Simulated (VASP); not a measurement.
# CdS (F-43m) in VASP: notebook, part 2 of 2

VASP 6.6.1. Earlier steps stand in the parts before.

## Step 3: Single point, PBEsol

This run uses another cell than the first one, of 24.69 Å³/atom.

The input, INCAR:

```
PREC = Accurate ; ENCUT = 500
EDIFF = 1E-6 ; ISMEAR = 0
SIGMA = 0.02 ; LREAL = False
LASPH = True ; NELM = 120
ALGO = Normal ; ISIF = 2
LWAVE = False ; LCHARG = False
GGA = PS ; NBANDS = 16
GGA_COMPAT = False
```

The input, KPOINTS:

```
regular mesh
0
Gamma
  8 8 8
```

The input, POSCAR:

```
CdS
1.0
    0.0000000000      2.9119468224      2.9119468224
    2.9119468224      0.0000000000      2.9119468224
    2.9119468224      2.9119468224      0.0000000000
Cd S
1 1
Direct
    0.0000000000      0.0000000000      0.0000000000
    0.2500000000      0.2500000000      0.2500000000
```

Potentials or basis: VASP PAW PBE potentials, release 64 (Cd, S).

The run is started by

```console
$ cat potpaw_PBE.64/Cd/POTCAR potpaw_PBE.64/S/POTCAR > POTCAR
$ mpirun -np 1 vasp_std > vasp.out
```

OUTCAR:

```text
PREC = Accurate
   ENCUT = 500
   EDIFF = 1E-6
   ISMEAR = 0
   LREAL = False
   LASPH = True
   NELM = 120
   ISIF = 2
   GGA = PS

 ion  position               nearest neighbor table
   1  0.000  0.000  0.000-   2 2.52   2 2.52   2 2.52   2 2.52
   2  0.250  0.250  0.250-   1 2.52   1 2.52   1 2.52   1 2.52

  LATTYP: Found a face centered cubic cell.
 ALAT       =     5.8238936448

  Lattice vectors:

 A1 = (   0.0000000000,   2.9119468224,   2.9119468224)
 A2 = (   2.9119468224,   0.0000000000,   2.9119468224)
 A3 = (   2.9119468224,   2.9119468224,   0.0000000000)

Analysis of symmetry for initial positions (statically):
=====================================================================
 Subroutine PRICEL returns:
 Original cell was already a primitive cell.

 Routine SETGRP: Setting up the symmetry group for a
 face centered cubic supercell.

 Subroutine GETGRP returns: Found 24 space group operations
 (whereof 24 operations were pure point group operations)
 out of a pool of 48 trial point group operations.

The static configuration has the point symmetry T_d .

Analysis of symmetry for dynamics (positions and initial velocities):
=====================================================================
 Subroutine PRICEL returns:
 Original cell was already a primitive cell.

 Routine SETGRP: Setting up the symmetry group for a
 face centered cubic supercell.

 Subroutine GETGRP returns: Found 24 space group operations
 (whereof 24 operations were pure point group operations)
 out of a pool of 48 trial point group operations.

The dynamic configuration has the point symmetry T_d .

 Subroutine INISYM returns: Found 24 space group operations
 (whereof 24 operations are pure point group operations),
 and found     1 'primitive' translations

----------------------------------------------------------------------------------------

                                     Primitive cell

  volume of cell :      49.3833

  direct lattice vectors                    reciprocal lattice vectors
     0.000000000  2.911946822  2.911946822    -0.171706432  0.171706432  0.171706432
     2.911946822  0.000000000  2.911946822     0.171706432 -0.171706432  0.171706432
     2.911946822  2.911946822  0.000000000     0.171706432  0.171706432 -0.171706432

  length of vectors
     4.118114689  4.118114689  4.118114689     0.297404265  0.297404265  0.297404265

  position of ions in fractional coordinates (direct lattice)
     0.000000000  0.000000000  0.000000000
     0.250000000  0.250000000  0.250000000

  ion indices of the primitive-cell ions
   primitive index   ion index
                 1           1
                 2           2

----------------------------------------------------------------------------------------

 KPOINTS: regular mesh

Automatic generation of k-mesh.
 Grid dimensions read from file:
 generate k-points for:    8    8    8

 Generating k-lattice:

  Cartesian coordinates                     Fractional coordinates (reciprocal lattice)
    -0.021463304  0.021463304  0.021463304     0.125000000  0.000000000  0.000000000
     0.021463304 -0.021463304  0.021463304     0.000000000  0.125000000  0.000000000
     0.021463304  0.021463304 -0.021463304     0.000000000  0.000000000  0.125000000

  Length of vectors
     0.037175533  0.037175533  0.037175533

  Shift w.r.t. Gamma in fractional coordinates (k-lattice)
     0.000000000  0.000000000  0.000000000

 Subroutine IBZKPT returns following result:
 ===========================================

 Found     29 irreducible k-points:

 Following reciprocal coordinates:
            Coordinates               Weight
  0.000000  0.000000  0.000000      1.000000
  0.125000  0.000000  0.000000      8.000000
  0.250000  0.000000  0.000000      8.000000
  0.375000  0.000000  0.000000      8.000000
  0.500000  0.000000  0.000000      4.000000
  0.125000  0.125000  0.000000      6.000000
[... 16 lines left out ...]
  0.500000  0.250000  0.125000     48.000000
 -0.375000  0.250000  0.125000     24.000000
 [... further k-points ...]
   k-points           NKPTS =     29   k-points in BZ     NKDIM =     29   number of bands    NBANDS=     16
   number of dos      NEDOS =    301   number of ions     NIONS =      2
   total plane-waves  NPLWV =  27000
   dimension x,y,z NGX =    30 NGY =   30 NGZ =   30
   dimension x,y,z NGXF=    60 NGYF=   60 NGZF=   60
   ions per type =               1   1
   NGX,Y,Z   is equivalent  to a cutoff of  12.11, 12.11, 12.11 a.u.
   NGXF,Y,Z  is equivalent  to a cutoff of  24.22, 24.22, 24.22 a.u.
 SYSTEM =  unknown system
   PREC   = accura    normal or accurate (medium, high low for compatibility)
   ISTART =      0    job   : 0-new  1-cont  2-samecut
   ICHARG =      2    charge: 1-file 2-atom 10-const
   ISPIN  =      1    spin polarized calculation?
   LNONCOLLINEAR =      F non collinear calculations
   LSORBIT =      F    spin-orbit coupling
   LASPH  =      T    aspherical Exc in radial PAW
   ENCUT  =  500.0 eV  36.75 Ry    6.06 a.u.   7.51  7.51  7.51*2*pi/ulx,y,z
   NELM   =    120;   NELMIN=  2; NELMDL= -5     # of ELM steps
   EDIFF  = 0.1E-05   stopping-criterion for ELM
   LREAL  =      F    real-space projection
   EDIFFG = 0.1E-04   stopping-criterion for IOM
   NSW    =      0    number of steps for IOM
   IBRION =     -1    ionic relax: 0-MD 1-quasi-New 2-CG
   NFREE  =      0    steps in history (QN), initial steepest desc. (CG)
   ISIF   =      2    stress and relaxation
   ISYM   =      2    0-nonsym 1-usesym 2-fastsym
   POTIM  = 0.5000    time-step for ionic-motion
   TEBEG  =    0.0;   TEEND  =   0.0 temperature during run
   PSTRESS=    0.0 pullay stress
   NELECT =      18.0000    total number of electrons
   NUPDOWN=      -1.0000    fix difference up-down
   EMIN   =  10.00;   EMAX   =-10.00  energy-range for DOS
   EFERMI =   0.00;   METHOD = LEGACY
   ISMEAR =     0;   SIGMA  =   0.02  broadening in eV -4-tet -1-fermi 0-gaus
   EFERMI_NEDOS =   21; number of points for ismear=-14 and -15
   IALGO  =     38    algorithm
   IMIX   =      4    mixing-type and parameters
     AMIX     =   0.40;   BMIX     =  1.00
     AMIX_MAG =   1.60;   BMIX_MAG =  1.00
  volume/ion in A,a.u.               =      24.69       166.63
  Fermi-wavevector in a.u.,A,eV,Ry     =   1.169425  2.209892 18.606701  1.367554
  Thomas-Fermi vector in A             =   2.305898
   LORBIT       =      0    0 simple, 1 ext, 2 COOP (PROOUT), +10 PAW based schemes
   GGA     = PS    functional components
   LHFCALC =     F    Hartree Fock is set to
   AEXX    =    0.0000 exact exchange contribution
   IVDW    =     0    specifies the selected vdW correction
   LEPSILON=     F    determine dielectric tensor
   LRPA    =     F    only Hartree local field effects (RPA)
 non-spin polarized calculation
 Gauss-broadening in eV      SIGMA  =   0.02
  energy-cutoff  :      500.00
  volume of cell :       49.38
 maximum number of plane-waves:      1283
   NGX = 15   NGY = 15   NGZ = 15

 number of electron      18.0000004 magnetization

 Free energy of the ion-electron system (eV)
  ---------------------------------------------------
  ext. energy  EPLUGINS =         0.00000000
  ---------------------------------------------------
  free energy    TOTEN  =        -6.81300532 eV

  energy without entropy =       -6.81300532  energy(sigma->0) =       -6.81300532

 E-fermi :   1.4111     XC(G=0):  -9.4002

 val. band max:        1.2526985873   @ k =   0.0000   0.0000   0.0000
 cond. band min:       2.2703569086   @ k =   0.0000   0.0000   0.0000
 fundamental gap:      1.0176583213
 Fermi energy:         1.4111405271

 k-point     1 :       0.0000    0.0000    0.0000
  band No.  band energies     occupation
      1     -11.1613      2.00000
      2      -6.4944      2.00000
      3      -6.4944      2.00000
      4      -6.4944      2.00000
      5      -5.9997      2.00000
      6      -5.9997      2.00000
[... 8 lines left out ...]
     15      12.7056      0.00000
     16      12.7056      0.00000
[... 419 lines left out ...]
 k-point    24 :      -0.3750    0.2500    0.1250
  band No.  band energies     occupation
      1     -10.6509      2.00000
      2      -6.3275      2.00000
      3      -6.2872      2.00000
      4      -6.0283      2.00000
      5      -5.9728      2.00000
      6      -5.4971      2.00000
[... 8 lines left out ...]
     15      13.4512      0.00000
     16      14.3873      0.00000

 [... further k-points ...]

------------------------ aborting loop because EDIFF is reached ----------------------------------------

  FORCE on cell =-STRESS in cart. coord.  units (eV):
  Direction    XX          YY          ZZ          XY          YZ          ZX
  --------------------------------------------------------------------------------------
  -------------------------------------------------------------------------------------
  Total        0.1232312      0.1232312      0.1232312      0.0000000      0.0000000      0.0000000
  in kB        3.9980766      3.9980766      3.9980766      0.0000000      0.0000000      0.0000000
  external PRESSURE =       3.9980766 kB  Pullay stress =       0.0000000 kB

 VOLUME and BASIS-vectors are now :
 -----------------------------------------------------------------------------
  energy-cutoff  :      500.00
  volume of cell :       49.38
      direct lattice vectors                 reciprocal lattice vectors
     0.000000000  2.911946822  2.911946822    -0.171706432  0.171706432  0.171706432
     2.911946822  0.000000000  2.911946822     0.171706432 -0.171706432  0.171706432
     2.911946822  2.911946822  0.000000000     0.171706432  0.171706432 -0.171706432

 POSITION                                       TOTAL-FORCE (eV/Angst)
 -----------------------------------------------------------------------------------
      0.00000      0.00000      0.00000         0.000000      0.000000      0.000000
      1.45597      1.45597      1.45597        -0.000000      0.000000     -0.000000
 -----------------------------------------------------------------------------------
    total drift:                               -0.000000     -0.000000     -0.000000

  FREE ENERGIE OF THE ION-ELECTRON SYSTEM (eV)
  ---------------------------------------------------
  free  energy   TOTEN  =        -6.8130053169 eV

  energy  without entropy=       -6.8130053169  energy(sigma->0) =       -6.81300532
```

OSZICAR:

```text
N       E                     dE             d eps       ncg     rms          rms(c)
DAV:   1     0.109353224627E+03    0.10935E+03   -0.89706E+03   952   0.100E+03
DAV:   2    -0.316279791458E+01   -0.11252E+03   -0.10659E+03  1128   0.253E+02
DAV:   3    -0.728697967995E+01   -0.41242E+01   -0.41170E+01  1136   0.513E+01
DAV:   4    -0.731184167512E+01   -0.24862E-01   -0.24859E-01  1256   0.387E+00
DAV:   5    -0.731216374858E+01   -0.32207E-03   -0.32207E-03  1064   0.412E-01    0.788E+00
DAV:   6    -0.683559874473E+01    0.47657E+00   -0.78947E-01  1384   0.122E+01    0.634E+00
DAV:   7    -0.681552665392E+01    0.20072E-01   -0.16455E-01  1168   0.288E+00    0.301E+00
DAV:   8    -0.681317032702E+01    0.23563E-02   -0.16964E-02  1104   0.164E+00    0.255E-01
DAV:   9    -0.681293022603E+01    0.24010E-03   -0.20268E-03  1120   0.683E-01    0.520E-02
DAV:  10    -0.681296606808E+01   -0.35842E-04   -0.19575E-04  1152   0.164E-01    0.579E-02
DAV:  11    -0.681300814441E+01   -0.42076E-04   -0.68475E-05  1112   0.751E-02    0.203E-02
DAV:  12    -0.681300472680E+01    0.34176E-05   -0.13816E-05  1208   0.455E-02    0.816E-03
DAV:  13    -0.681300531693E+01   -0.59013E-06   -0.23609E-06  1064   0.889E-03
   1 F= -.68130053E+01 E0= -.68130053E+01  d E =-.366523E-31
```

stdout:

```text
POSCAR found type information on POSCAR CdS
 POSCAR found :  2 types and       2 ions
 scaLAPACK will be used
 -----------------------------------------------------------------------------
|                                                                             |
|                                                                             |
|     You enforced a specific xc type in the INCAR file but a different       |
|     I HOPE YOU KNOW WHAT YOU ARE DOING!                                     |
|                                                                             |
 -----------------------------------------------------------------------------

 LDA part: xc-table for (Slater+PW92), standard interpolation
 POSCAR, INCAR and KPOINTS ok, starting setup
 FFT: planning ... GRIDC
 FFT: planning ... GRID_SOFT
 FFT: planning ... GRID
 WAVECAR not read
 entering main loop
```

Wall time 38 s (1 thread of Intel Xeon 8259CL, shared host); peak memory 0.17 GiB.

Results:

```
Free energy            : -6.8130 eV
Pressure               : 0.4 GPa
Band gap on the k mesh : 1.02 eV
```

Caveat: the PAW data sets were made with another functional, which shifts forces and pressure a little.
